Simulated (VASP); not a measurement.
A run of VASP 6.6.1:

INCAR

```
PREC     = Accurate       # precision mode
ENCUT    = 520            # plane-wave cutoff, eV
EDIFF    = 1E-7           # SCF threshold, eV
ISMEAR   = 0              # smearing method
SIGMA    = 0.01           # smearing width, eV
LREAL    = False          # projectors in reciprocal space
LASPH    = True           # aspherical terms in the spheres
NELM     = 80             # most SCF steps
ALGO     = Normal         # electronic algorithm
ISIF     = 2              # what is computed and relaxed
LWAVE    = False          # write WAVECAR
LCHARG   = False          # write CHGCAR
NBANDS   = 14             # bands
```

KPOINTS

```
regular mesh
0
Gamma
  8 8 8
```

POSCAR

```
NaCl
1.0
    0.0000000000      2.8026988303      2.8026988303
    2.8026988303      0.0000000000      2.8026988303
    2.8026988303      2.8026988303      0.0000000000
Na Cl
1 1
Direct
    0.0000000000      0.0000000000      0.0000000000
    0.5000000000      0.5000000000      0.5000000000
```

Potentials or basis: VASP PAW LDA potentials, release 64 (Na_pv, Cl).

Launch:

```sh
$ cat potpaw_LDA.64/Na_pv/POTCAR potpaw_LDA.64/Cl/POTCAR > POTCAR
$ mpirun -np 1 vasp_std > vasp.out
```

Hardware: 1 thread of AMD EPYC 7R13, with other jobs on the host.

Question: Estimate the wall time of this run.

Answer: Wall time 28 s on 1 thread of AMD EPYC 7R13, on a shared host, peak memory 0.12 GiB. Counts: scf iterations 12, k points 29.
